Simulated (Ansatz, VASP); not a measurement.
## In3Sb: VASP beside Ansatz

```xyz
4
Lattice="4.8370 0.0000 0.0000 0.0000 4.8370 0.0000 0.0000 0.0000 4.8370" Properties=species:S:1:pos:R:3 pbc="T T T"
Sb    0.0000    0.0000    0.0000
In    0.0000    2.4185    2.4185
In    2.4185    0.0000    2.4185
In    2.4185    2.4185    0.0000
```

Alike in both runs: functional LDA; k mesh 6 × 6 × 6; occupations fermi-dirac, width 0.05 eV; no spin polarisation.

```csv
,VASP,Ansatz
version,VASP 6.6.1,Ansatz 0.2.0
potentials or method,"VASP PAW LDA potentials, release 64 (Sb, In_d), cutoff 520 eV","all-electron LAPW, scalar-relativistic"
task,single point,band structure
```

|  | VASP | Ansatz | Ansatz less VASP |
| --- | --- | --- | --- |
| gap on the k mesh at the Fermi level (eV) | none | none | - |
| pressure (GPa) | -3.9 | -3.9 | -0.01 |

LDA's correlation is that of Perdew and Zunger in VASP and of Perdew and Wang (1992) in Ansatz. A gap of «none» marks a metal or a gap that the smearing closes. Ansatz ran all-electron here, and VASP with PAW potentials.

Neither program's run includes spin-orbit coupling.
